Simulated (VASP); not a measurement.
Wanted: the native input for a VASP 6.6.1 run.

```
Task                   : single point
Functional             : PBEsol
Potentials or basis    : VASP PAW PBE potentials, release 64 (Ga_d)
Cutoff                 : 520 eV
k mesh                 : 18 × 18 × 16
Occupations            : gaussian, width 0.15 eV
Spin                   : no spin polarisation
Dipole correction      : no
Further INCAR settings : ALGO = Fast; EDIFF = 1e-07; NBANDS = 20
```

The structure of Ga lies in POSCAR:

```
Ga
1.0
    1.4717500000     -4.1259750000      0.0000000000
    1.4717500000      4.1259750000      0.0000000000
    0.0000000000      0.0000000000      3.1700000000
Ga
2
Direct
    0.8670000000      0.1330000000      0.2500000000
    0.1330000000      0.8670000000      0.7500000000
```

This cell differs from its parent crystal: strain +0.0150 x Voigt [1, 1, 0, 0, 0, 0].

One way to write it, as run:

INCAR

```
PREC = Accurate
ENCUT = 520
EDIFF = 1E-7
ISMEAR = 0
SIGMA = 0.15
LREAL = F
LASPH = T
NELM = 80
ALGO = Fast
ISIF = 2
LWAVE = F
LCHARG = F
GGA = PS
NBANDS = 20
```

KPOINTS

```
Automatic mesh
0
Gamma
  18 18 16
```

Potentials or basis: VASP PAW PBE potentials, release 64 (Ga_d).

The run is started by

```console
$ cat potpaw_PBE.64/Ga_d/POTCAR > POTCAR
$ mpirun -np 1 vasp_std > vasp.out
```

Results of the run:

```json
{"Pressure": "-3.1 GPa", "Largest force": "0.186 eV/Å", "Band gap on the k mesh": "zero (bands 13 and 14 overlap by 9.36 eV)"}
```

Caveat: the cell differs from its parent crystal (strain +0.0150 x Voigt [1, 1, 0, 0, 0, 0]); the cell stands under tension; the PAW data sets were made with another functional, which shifts forces and pressure a little.

Run time: 7.1 min on 1 thread of AMD EPYC 9R45 96-Core Processor (Zen 5) (shared host), peak memory 0.55 GiB.
